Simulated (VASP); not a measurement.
Write the native input for VASP 6.6.1 that does the following.

- Task: single point
- Functional: PBEsol
- Potentials or basis: VASP PAW PBE potentials, release 64 (B, Bi_d)
- Cutoff: 500 eV
- k mesh: 6 × 6 × 6
- Occupations: fermi-dirac, width 0.02 eV
- Spin: no spin polarisation
- Dipole correction: no
- Further INCAR settings: ALGO = Normal; EDIFF = 1e-06; NBANDS = 16

The structure of BiB lies in POSCAR:

```
BiB
1.0
    0.0000000000      2.6268329274      2.6268329274
    2.6268329274      0.0000000000      2.6268329274
    2.6268329274      2.6268329274      0.0000000000
B Bi
1 1
Direct
    0.0000000000      0.0000000000      0.0000000000
    0.5000000000      0.5000000000      0.5000000000
```

The input as run:

INCAR

```
SYSTEM = BiB
  ALGO = Normal
  EDIFF = 1E-6
  ENCUT = 500
  GGA = PS
  GGA_COMPAT = .False.
  ISIF = 2
  ISMEAR = -1
  LASPH = .True.
  LCHARG = .False.
  LREAL = .False.
  LWAVE = .False.
  NBANDS = 16
  NELM = 120
  PREC = Accurate
  SIGMA = 0.02
```

KPOINTS

```
k-points
0
Gamma
  6 6 6
  0 0 0
```

Potentials or basis: VASP PAW PBE potentials, release 64 (B, Bi_d).

Command:

```console
$ cat potpaw_PBE.64/B/POTCAR potpaw_PBE.64/Bi_d/POTCAR > POTCAR
$ mpirun -np 1 vasp_std > vasp.out
```

Results of the run:

```
Pressure               : -2.1 GPa
Band gap on the k mesh : zero (bands 9 and 10 overlap by 4.08 eV)
```

Caveat: the PAW data sets were made with another functional, which shifts forces and pressure a little; spin-orbit coupling is left out, which moves the levels of the heavy elements.

Run time: 6.7 s on 1 thread of Intel(R) Xeon(R) Platinum 8488C (Sapphire Rapids) (shared host), peak memory 0.15 GiB.
